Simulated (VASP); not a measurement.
# Pb (Im-3m) in VASP: a series of runs

Pb is run at these levels: PBE; tasks: single point, relaxation of cell and atoms.

Program: VASP 6.6.1. These are calculated values, not measurements. Logs are shortened: lines on timing, memory, paths and dates and some standing lists are left out, and cuts for length are marked.

## Step 1: The cell of the first run

Symmetry: Im-3m, No. 229, cubic system. The conventional cell has a = 3.866 Å, b = 3.866 Å, c = 3.866 Å, α = 90.00°, β = 90.00°, γ = 90.00°. Pb (site symmetry m-3m) has 14 Pb at 3.35 to 3.87 Å within 4.4 Å.

## Step 2: Single point, PBE

INCAR

```
PREC = Accurate
ENCUT = 520
EDIFF = 1E-6
ISMEAR = -1
SIGMA = 0.1
LREAL = F
LASPH = T
NELM = 60
ALGO = Normal
ISIF = 2
LWAVE = F
LCHARG = F
GGA = PE
NBANDS = 13
```

KPOINTS

```
regular mesh
0
Gamma
  14 14 14
```

POSCAR

```
Pb
1.0
   -1.9327756367      1.9327756367      1.9327756367
    1.9327756367     -1.9327756367      1.9327756367
    1.9327756367      1.9327756367     -1.9327756367
Pb
1
Direct
    0.0000000000      0.0000000000      0.0000000000
```

Potentials or basis: VASP PAW PBE potentials, release 64 (Pb_d).

Launch:

```bash
$ cat potpaw_PBE.64/Pb_d/POTCAR > POTCAR
$ mpirun -np 1 vasp_std > vasp.out
```

OUTCAR:

```text
PREC = Accurate
   ENCUT = 520
   EDIFF = 1E-6
   ISMEAR = -1
   LREAL = F
   LASPH = T
   NELM = 60
   ISIF = 2
   GGA = PE

 ion  position               nearest neighbor table
   1  0.000  0.000  0.000-

  LATTYP: Found a body centered cubic cell.
 ALAT       =     3.8655512734

  Lattice vectors:

 A1 = (  -1.9327756367,   1.9327756367,   1.9327756367)
 A2 = (   1.9327756367,  -1.9327756367,   1.9327756367)
 A3 = (   1.9327756367,   1.9327756367,  -1.9327756367)

Analysis of symmetry for initial positions (statically):
=====================================================================
 Subroutine PRICEL returns:
 Original cell was already a primitive cell.

 Routine SETGRP: Setting up the symmetry group for a
 body centered cubic supercell.

 Subroutine GETGRP returns: Found 48 space group operations
 (whereof 48 operations were pure point group operations)
 out of a pool of 48 trial point group operations.

The static configuration has the point symmetry O_h .

Analysis of symmetry for dynamics (positions and initial velocities):
=====================================================================
 Subroutine PRICEL returns:
 Original cell was already a primitive cell.

 Routine SETGRP: Setting up the symmetry group for a
 body centered cubic supercell.

 Subroutine GETGRP returns: Found 48 space group operations
 (whereof 48 operations were pure point group operations)
 out of a pool of 48 trial point group operations.

The dynamic configuration has the point symmetry O_h .

 Subroutine INISYM returns: Found 48 space group operations
 (whereof 48 operations are pure point group operations),
 and found     1 'primitive' translations

----------------------------------------------------------------------------------------

                                     Primitive cell

  volume of cell :      28.8805

  direct lattice vectors                    reciprocal lattice vectors
    -1.932775637  1.932775637  1.932775637     0.000000000  0.258695314  0.258695314
     1.932775637 -1.932775637  1.932775637     0.258695314  0.000000000  0.258695314
     1.932775637  1.932775637 -1.932775637     0.258695314  0.258695314  0.000000000

  length of vectors
     3.347665602  3.347665602  3.347665602     0.365850421  0.365850421  0.365850421

  position of ions in fractional coordinates (direct lattice)
     0.000000000  0.000000000  0.000000000

  ion indices of the primitive-cell ions
   primitive index   ion index
                 1           1

----------------------------------------------------------------------------------------

 KPOINTS: regular mesh

Automatic generation of k-mesh.
 Grid dimensions read from file:
 generate k-points for:   14   14   14

 Generating k-lattice:

  Cartesian coordinates                     Fractional coordinates (reciprocal lattice)
     0.000000000  0.018478237  0.018478237     0.071428571  0.000000000  0.000000000
     0.018478237  0.000000000  0.018478237     0.000000000  0.071428571  0.000000000
     0.018478237  0.018478237  0.000000000     0.000000000  0.000000000  0.071428571

  Length of vectors
     0.026132173  0.026132173  0.026132173

  Shift w.r.t. Gamma in fractional coordinates (k-lattice)
     0.000000000  0.000000000  0.000000000

 Subroutine IBZKPT returns following result:
 ===========================================

 Found    104 irreducible k-points:

 Following reciprocal coordinates:
            Coordinates               Weight
  0.000000  0.000000  0.000000      1.000000
  0.071429  0.000000  0.000000     12.000000
  0.142857  0.000000  0.000000     12.000000
  0.214286  0.000000  0.000000     12.000000
  0.285714  0.000000  0.000000     12.000000
  0.357143  0.000000  0.000000     12.000000
[... 16 lines left out ...]
  0.285714  0.285714  0.000000     24.000000
  0.357143  0.285714 -0.000000     24.000000
 [... further k-points ...]
   k-points           NKPTS =    104   k-points in BZ     NKDIM =    104   number of bands    NBANDS=     13
   number of dos      NEDOS =    301   number of ions     NIONS =      1
   total plane-waves  NPLWV =  21952
   dimension x,y,z NGX =    28 NGY =   28 NGZ =   28
   dimension x,y,z NGXF=    56 NGYF=   56 NGZF=   56
   ions per type =               1
   NGX,Y,Z   is equivalent  to a cutoff of  13.90, 13.90, 13.90 a.u.
   NGXF,Y,Z  is equivalent  to a cutoff of  27.81, 27.81, 27.81 a.u.
 SYSTEM =  unknown system
   PREC   = accura    normal or accurate (medium, high low for compatibility)
   ISTART =      0    job   : 0-new  1-cont  2-samecut
   ICHARG =      2    charge: 1-file 2-atom 10-const
   ISPIN  =      1    spin polarized calculation?
   LNONCOLLINEAR =      F non collinear calculations
   LSORBIT =      F    spin-orbit coupling
   LASPH  =      T    aspherical Exc in radial PAW
   ENCUT  =  520.0 eV  38.22 Ry    6.18 a.u.   6.22  6.22  6.22*2*pi/ulx,y,z
   NELM   =     60;   NELMIN=  2; NELMDL= -5     # of ELM steps
   EDIFF  = 0.1E-05   stopping-criterion for ELM
   LREAL  =      F    real-space projection
   EDIFFG = 0.1E-04   stopping-criterion for IOM
   NSW    =      0    number of steps for IOM
   IBRION =     -1    ionic relax: 0-MD 1-quasi-New 2-CG
   NFREE  =      0    steps in history (QN), initial steepest desc. (CG)
   ISIF   =      2    stress and relaxation
   ISYM   =      2    0-nonsym 1-usesym 2-fastsym
   POTIM  = 0.5000    time-step for ionic-motion
   TEBEG  =    0.0;   TEEND  =   0.0 temperature during run
   PSTRESS=    0.0 pullay stress
   NELECT =      14.0000    total number of electrons
   NUPDOWN=      -1.0000    fix difference up-down
   EMIN   =  10.00;   EMAX   =-10.00  energy-range for DOS
   EFERMI =   0.00;   METHOD = LEGACY
   ISMEAR =    -1;   SIGMA  =   0.10  broadening in eV -4-tet -1-fermi 0-gaus
   EFERMI_NEDOS =   21; number of points for ismear=-14 and -15
   IALGO  =     38    algorithm
   IMIX   =      4    mixing-type and parameters
     AMIX     =   0.40;   BMIX     =  1.00
     AMIX_MAG =   1.60;   BMIX_MAG =  1.00
  volume/ion in A,a.u.               =      28.88       194.90
  Fermi-wavevector in a.u.,A,eV,Ry     =   1.286025  2.430235 22.502135  1.653860
  Thomas-Fermi vector in A             =   2.418124
   LORBIT       =      0    0 simple, 1 ext, 2 COOP (PROOUT), +10 PAW based schemes
   GGA     = PE    functional components
[... 5 lines left out ...]
 non-spin polarized calculation
  energy-cutoff  :      520.00
  volume of cell :       28.88
 maximum number of plane-waves:       798
 NGX is ok and might be reduce to    28
   NGX = 13   NGY = 13   NGZ = 13

 number of electron      13.9999997 magnetization

 Free energy of the ion-electron system (eV)
  ---------------------------------------------------
  ext. energy  EPLUGINS =         0.00000000
  ---------------------------------------------------
  free energy    TOTEN  =        -3.48678590 eV

  energy without entropy =       -3.46733466  energy(sigma->0) =       -3.47706028

 E-fermi :   7.8141     XC(G=0): -10.4253

 val. band max:        7.8076798138   @ k =   0.5000   0.5000   0.4286
 cond. band min:       7.8212566320   @ k =   0.3571   0.2143  -0.0000
 fundamental gap:      0.0135768182
 Fermi energy:         7.8140762057

 k-point     1 :       0.0000    0.0000    0.0000
  band No.  band energies     occupation
      1      -9.3375      2.00000
      2      -9.3375      2.00000
      3      -9.3375      2.00000
      4      -9.0625      2.00000
      5      -9.0625      2.00000
      6      -4.2569      2.00000
      7      15.9359      0.00000
      8      15.9359      0.00000
      9      15.9359      0.00000
     10      19.0246      0.00000
     11      19.0246      0.00000
     12      19.0246      0.00000
     13      20.4955      0.00000

 k-point     2 :       0.0714    0.0000    0.0000
  band No.  band energies     occupation
      1      -9.3425      2.00000
      2      -9.3317      2.00000
      3      -9.3165      2.00000
      4      -9.0681      2.00000
      5      -9.0630      2.00000
      6      -4.1476      2.00000
      7      14.7771      0.00000
      8      15.5458      0.00000
      9      15.7698      0.00000
     10      18.3883      0.00000
     11      18.7951      0.00000
     12      18.9317      0.00000
     13      21.1227      0.00000

 k-point     3 :       0.1429    0.0000    0.0000
  band No.  band energies     occupation
      1      -9.3564      2.00000
      2      -9.3180      2.00000
      3      -9.2571      2.00000
      4      -9.0821      2.00000
      5      -9.0641      2.00000
      6      -3.8188      2.00000
      7      12.5536      0.00000
      8      14.6601      0.00000
      9      15.2976      0.00000
     10      17.5333      0.00000
     11      18.3367      0.00000
     12      18.9797      0.00000
     13      21.6178      0.00000

 k-point     4 :       0.2143    0.0000    0.0000
  band No.  band energies     occupation
      1      -9.3764      2.00000
      2      -9.3069      2.00000
      3      -9.1699      2.00000
      4      -9.0964      2.00000
      5      -9.0657      2.00000
      6      -3.2706      2.00000
      7      10.2010      0.00000
      8      13.6645      0.00000
      9      14.6662      0.00000
     10      16.8391      0.00000
     11      17.8850      0.00000
     12      19.3843      0.00000
     13      21.8625      0.00000

 k-point     5 :       0.2857    0.0000    0.0000
  band No.  band energies     occupation
      1      -9.3985      2.00000
      2      -9.3093      2.00000
      3      -9.1006      2.00000
      4      -9.0710      2.00000
      5      -9.0672      2.00000
      6      -2.5120      2.00000
      7       7.9611      0.37393
      8      12.7634      0.00000
      9      14.0540      0.00000
     10      16.3242      0.00000
     11      17.5163      0.00000
     12      20.0830      0.00000
     13      22.1176      0.00000

 k-point     6 :       0.3571    0.0000    0.0000
  band No.  band energies     occupation
      1      -9.4184      2.00000
      2      -9.3246      2.00000
      3      -9.0936      2.00000
      4      -9.0685      2.00000
      5      -8.9798      2.00000
      6      -1.5785      2.00000
      7       5.9424      2.00000
      8      12.0612      0.00000
      9      13.5681      0.00000
     10      15.9746      0.00000
     11      17.2506      0.00000
     12      20.9608      0.00000
     13      22.3977      0.00000

 k-point     7 :       0.4286    0.0000    0.0000
  band No.  band energies     occupation
      1      -9.4321      2.00000
      2      -9.3410      2.00000
      3      -9.0842      2.00000
      4      -9.0692      2.00000
      5      -8.9155      2.00000
      6      -0.5991      2.00000
      7       4.3036      2.00000
      8      11.6175      0.00000
      9      13.2608      0.00000
     10      15.7732      0.00000
     11      17.0913      0.00000
     12      21.8251      0.00000
     13      22.6456      0.00000
[... 193 lines left out ...]
 k-point    20 :       0.2143    0.2143    0.0000
  band No.  band energies     occupation
      1      -9.3818      2.00000
      2      -9.2801      2.00000
      3      -9.1084      2.00000
      4      -9.0918      2.00000
      5      -9.0096      2.00000
      6      -1.3841      2.00000
      7       6.7342      1.99996
      8       9.2701      0.00000
      9      12.7891      0.00000
     10      18.0456      0.00000
     11      18.5021      0.00000
     12      21.7931      0.00000
     13      22.9845      0.00000

 k-point    21 :       0.2857    0.2143   -0.0000
  band No.  band energies     occupation
      1      -9.3874      2.00000
      2      -9.2633      2.00000
      3      -9.1035      2.00000
      4      -9.0937      2.00000
      5      -8.9830      2.00000
      6      -0.4885      2.00000
      7       5.5212      2.00000
      8       8.2756      0.01961
      9      12.4233      0.00000
     10      17.9267      0.00000
     11      19.2024      0.00000
     12      22.0169      0.00000
     13      22.6851      0.00000

 k-point    22 :       0.3571    0.2143   -0.0000
  band No.  band energies     occupation
      1      -9.3910      2.00000
      2      -9.2563      2.00000
      3      -9.1105      2.00000
      4      -9.0786      2.00000
      5      -8.9719      2.00000
      6       0.2288      2.00000
      7       4.5895      2.00000
      8       7.8213      0.96411
      9      12.2344      0.00000
     10      17.7990      0.00000
     11      20.1889      0.00000
     12      21.4502      0.00000
     13      21.9441      0.00000

 k-point    23 :       0.2857    0.2857    0.0000
  band No.  band energies     occupation
      1      -9.3845      2.00000
      2      -9.2228      2.00000
      3      -9.1283      2.00000
      4      -9.0748      2.00000
      5      -8.9954      2.00000
      6       0.2401      2.00000
      7       5.1891      2.00000
      8       6.9221      1.99973
      9      12.1743      0.00000
     10      18.6097      0.00000
     11      19.2203      0.00000
     12      21.3934      0.00000
     13      24.3598      0.00000

 k-point    24 :       0.3571    0.2857   -0.0000
  band No.  band energies     occupation
      1      -9.3835      2.00000
      2      -9.2008      2.00000
      3      -9.1448      2.00000
      4      -9.0565      2.00000
      5      -9.0112      2.00000
      6       0.5640      2.00000
      7       5.1103      2.00000
      8       6.3527      2.00000
      9      12.0897      0.00000
     10      18.7161      0.00000
     11      19.9343      0.00000
     12      20.3623      0.00000
     13      24.2773      0.00000

 [... further k-points ...]
[... 5 lines left out ...]
  --------------------------------------------------------------------------------------
  -------------------------------------------------------------------------------------
  Total        0.8713056      0.8713056      0.8713056     -0.0000000     -0.0000000      0.0000000
  in kB       48.3366730     48.3366730     48.3366730     -0.0000000     -0.0000000      0.0000000
  external PRESSURE =      48.3366730 kB  Pullay stress =       0.0000000 kB

 VOLUME and BASIS-vectors are now :
 -----------------------------------------------------------------------------
  energy-cutoff  :      520.00
  volume of cell :       28.88
      direct lattice vectors                 reciprocal lattice vectors
    -1.932775637  1.932775637  1.932775637     0.000000000  0.258695314  0.258695314
     1.932775637 -1.932775637  1.932775637     0.258695314  0.000000000  0.258695314
     1.932775637  1.932775637 -1.932775637     0.258695314  0.258695314  0.000000000

 POSITION                                       TOTAL-FORCE (eV/Angst)
 -----------------------------------------------------------------------------------
      0.00000      0.00000      0.00000         0.000000      0.000000      0.000000
 -----------------------------------------------------------------------------------
    total drift:                               -0.000000     -0.000000     -0.000000

  FREE ENERGIE OF THE ION-ELECTRON SYSTEM (eV)
  ---------------------------------------------------
  free  energy   TOTEN  =        -3.4867859016 eV

  energy  without entropy=       -3.4673346647  energy(sigma->0) =       -3.47706028
```

Wall time 15 s (1 thread of Intel Xeon 6975P-C (Granite Rapids), shared host); peak memory 0.18 GiB.

What came out:

| Item | Value |
| --- | --- |
| Free energy | -3.4868 eV |
| Pressure | 4.8 GPa |
| Band gap on the k mesh | zero (band 7 reaches 15.94 eV, above the bottom of band 8 at 5.68 eV) |

Levels at points of the mesh, in eV from the Fermi level:
| k point | band 5 | band 6 | band 7 | band 8 | band 9 | band 10 |
| --- | --- | --- | --- | --- | --- | --- |
| (0.00, 0.00, 0.00) | -16.88 | -12.07 | 8.12 | 8.12 | 8.12 | 11.21 |
| (0.50, 0.00, 0.00) | -16.71 | -7.88 | -4.26 | 3.65 | 5.34 | 7.89 |
| (0.50, 0.50, 0.50) | -16.75 | -4.90 | -0.40 | -0.40 | -0.40 | 4.67 |

Caveat: spin-orbit coupling is left out, which moves the levels of the heavy elements.

## Step 3: Relaxation of cell and atoms, PBE, target pressure 4.9 GPa, at which the enthalpy is minimised

INCAR

```
  ALGO = Normal
  EDIFF = 1E-6
  EDIFFG = -0.005
  ENCUT = 600
  GGA = PE
  IBRION = 2
  ISIF = 3
  ISMEAR = -1
  LASPH = T
  LCHARG = F
  LREAL = F
  LWAVE = F
  NELM = 80
  NSW = 32
  PREC = Accurate
  PSTRESS = 49.0
  SIGMA = 0.1
```

KPOINTS

```
k-points
0
Gamma
  14 14 14
```

POSCAR is that of step 2.

Potentials or basis: VASP PAW PBE potentials, release 64 (Pb_d).

Launch:

```bash
$ cat potpaw_PBE.64/Pb_d/POTCAR > POTCAR
$ mpirun -np 1 vasp_std > vasp.out
```

Wall time 12 s (1 thread of Intel Xeon 6975P-C (Granite Rapids), shared host); peak memory 0.18 GiB.

Results (log left out):

| Property | Result |
| --- | --- |
| Free energy | -3.4868 eV |
| Pressure after relaxing | 4.9 GPa |
| Band gap on the k mesh | zero (band 7 reaches 15.94 eV, above the bottom of band 8 at 5.68 eV) |

Final structure:
```cif
data_structure
_symmetry_space_group_name_H-M 'P 1'
_symmetry_Int_Tables_number 1
_cell_length_a 3.3477
_cell_length_b 3.3477
_cell_length_c 3.3477
_cell_angle_alpha 109.471
_cell_angle_beta 109.471
_cell_angle_gamma 109.471
_cell_volume 28.88
loop_
_atom_site_label
_atom_site_type_symbol
_atom_site_fract_x
_atom_site_fract_y
_atom_site_fract_z
_atom_site_occupancy
Pb1 Pb 0.00000 0.00000 0.00000 1
```

Levels at points of the mesh, in eV from the Fermi level:
| k point | band 5 | band 6 | band 7 | band 8 | band 9 | band 10 |
| --- | --- | --- | --- | --- | --- | --- |
| (0.00, 0.00, 0.00) | -16.88 | -12.07 | 8.12 | 8.12 | 8.12 | 11.21 |
| (0.50, 0.00, 0.00) | -16.71 | -7.88 | -4.26 | 3.65 | 5.34 | 7.89 |
| (0.50, 0.50, 0.50) | -16.75 | -4.90 | -0.40 | -0.40 | -0.40 | 4.67 |

Caveat: the relaxation stopped at its first step, so nothing moved; the cell is relaxed towards a set pressure, so the enthalpy falls and the energy may rise; spin-orbit coupling is left out, which moves the levels of the heavy elements.

(Continued in part 2 of 2.)
